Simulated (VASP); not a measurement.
Set up this calculation in VASP 6.6.1, as the native input.

```yaml
Task: single point
Functional: PBE
Dispersion: D3(BJ)
Potentials_or_basis: VASP PAW PBE potentials, release 64 (N)
Cutoff: 520 eV
k_mesh: 6 × 6 × 4
Occupations: gaussian, width 0.1 eV
Spin: no spin polarisation
Dipole_correction: no
Further_INCAR_settings: ALGO = Normal; EDIFF = 1e-06; NBANDS = 18
```

The structure of N lies in POSCAR:

```
N
1.0
    4.1672328106      0.0000000000      0.0000000000
   -2.0836164053      3.6089294775      0.0000000000
    0.0000000000      0.0000000000      7.0060035100
N
4
Direct
    0.3333333300      0.6666666700      0.3289300400
    0.3333333300      0.6666666700      0.1710699600
    0.6666666700      0.3333333300      0.8289300400
    0.6666666700      0.3333333300      0.6710699600
```

The input as run:

INCAR

```
SYSTEM = N
ALGO     = Normal         ! electronic algorithm
EDIFF    = 1E-6           ! SCF threshold, eV
ENCUT    = 520            ! plane-wave cutoff, eV
GGA      = PE             ! functional
ISIF     = 2              ! what is computed and relaxed
ISMEAR   = 0              ! smearing method
IVDW     = 12             ! dispersion correction
LASPH    = .TRUE.         ! aspherical terms in the spheres
LCHARG   = .FALSE.        ! write CHGCAR
LREAL    = .FALSE.        ! projectors in reciprocal space
LWAVE    = .FALSE.        ! write WAVECAR
NBANDS   = 18             ! bands
NELM     = 100            ! most SCF steps
PREC     = Accurate       ! precision mode
SIGMA    = 0.1            ! smearing width, eV
```

KPOINTS

```
k-points
0
G
  6 6 4
  0 0 0
```

Potentials or basis: VASP PAW PBE potentials, release 64 (N).

Run with:

```console
$ cat potpaw_PBE.64/N/POTCAR > POTCAR
$ mpirun -np 1 vasp_std > vasp.out
```

It gave:

```
Pressure                   : 1.0 GPa
Largest force              : 1.120 eV/Å
Band gap on the k mesh     : 7.01 eV, indirect (least direct gap 7.32 eV)
Dispersion energy per atom : -0.043 eV
```

Caveat: the standard files for N, O and F lose accuracy on very short bonds; forces of over 1 eV/Å act on the atoms, so gaps and moduli don't describe the material at rest.

It took 23 s on 1 thread of Intel(R) Xeon(R) Platinum 8124M CPU @ 3.00GHz (Skylake/Cascade Lake), with other jobs on the host, peak memory 0.22 GiB.
